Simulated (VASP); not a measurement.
A run of VASP 6.6.1 is set up as follows.

The input INCAR:

```
PREC = Accurate
ENCUT = 520
EDIFF = 1E-8
ISMEAR = -1
SIGMA = 0.05
LREAL = F
LASPH = T
NELM = 60
ALGO = Normal
ISIF = 2
LWAVE = F
LCHARG = F
GGA = PS
LEFG = T
NBANDS = 8
```

The input KPOINTS:

```
Automatic mesh
0
Gamma
  14 14 14
```

POSCAR

```
Al
1.0
    0.0000000000      2.0172107856      2.0172107856
    2.0172107856      0.0000000000      2.0172107856
    2.0172107856      2.0172107856      0.0000000000
Al
1
Direct
    0.0000000000      0.0000000000      0.0000000000
```

Potentials or basis: VASP PAW PBE potentials, release 64 (Al).

Run with:

```sh
$ cat potpaw_PBE.64/Al/POTCAR > POTCAR
$ mpirun -np 1 vasp_std > vasp.out
```

(1) What does it give for the pressure?

## Answers

(1) -1.3 GPa.

Caveat: without QUAD_EFG the Cq values of the log hold for a quadrupole moment of 1 mb, not for the nuclei; the PAW data sets were made with another functional, which shifts forces and pressure a little.
